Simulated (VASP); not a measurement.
Write the native input for VASP 6.6.1 that does the following.

```yaml
Task: single point
Functional: RPBE
Potentials_or_basis: VASP PAW PBE potentials, release 64 (Zn)
Cutoff: 520 eV
k_mesh: 13 × 13 × 6
Occupations: fermi-dirac, width 0.1 eV
Spin: non-collinear spin, zero start, spin-orbit coupling
Starting_moments: "[[0.0, 0.0, 0.0], [0.0, 0.0, 0.0]] μB"
Dipole_correction: no
Further_INCAR_settings: ALGO = Normal; EDIFF = 1e-06; NBANDS = 36
```

The structure of Zn lies in POSCAR:

```
Zn
1.0
    2.6913402029      0.0000000000      0.0000000000
   -1.3456701014      2.3307689859      0.0000000000
    0.0000000000      0.0000000000      5.0580293959
Zn
2
Direct
    0.3333333333      0.6666666667      0.2500000000
    0.6666666667      0.3333333333      0.7500000000
```

One way to write it, as run:

INCAR

```
SYSTEM = Zn
PREC = Accurate
ENCUT = 520
EDIFF = 1E-6
ISMEAR = -1
SIGMA = 0.1
LREAL = .FALSE.
LASPH = .TRUE.
NELM = 150
ALGO = Normal
ISIF = 2
LWAVE = .FALSE.
LCHARG = .FALSE.
MAGMOM = 0 0 0 0 0 0
LORBIT = 11
LSORBIT = .TRUE.
GGA_COMPAT = .FALSE.
LORBMOM = .TRUE.
GGA = RP
NBANDS = 36
```

KPOINTS

```
regular mesh
0
G
  13 13 6
  0 0 0
```

Potentials or basis: VASP PAW PBE potentials, release 64 (Zn).

The run is started by

```sh
$ cat potpaw_PBE.64/Zn/POTCAR > POTCAR
$ mpirun -np 1 vasp_ncl > vasp.out
```

It gave:

| Item | Value |
| --- | --- |
| Pressure | 0.2 GPa |
| Net moment | 0.00 μB per cell |
| Valence electrons inside the program's atomic spheres | Zn 10.72 |

Caveat: the PAW data sets were made with another functional, which shifts forces and pressure a little.

Run time: 86 s on 1 thread of Intel(R) Xeon(R) Platinum 8488C (Sapphire Rapids), on a shared host, peak memory 0.29 GiB.
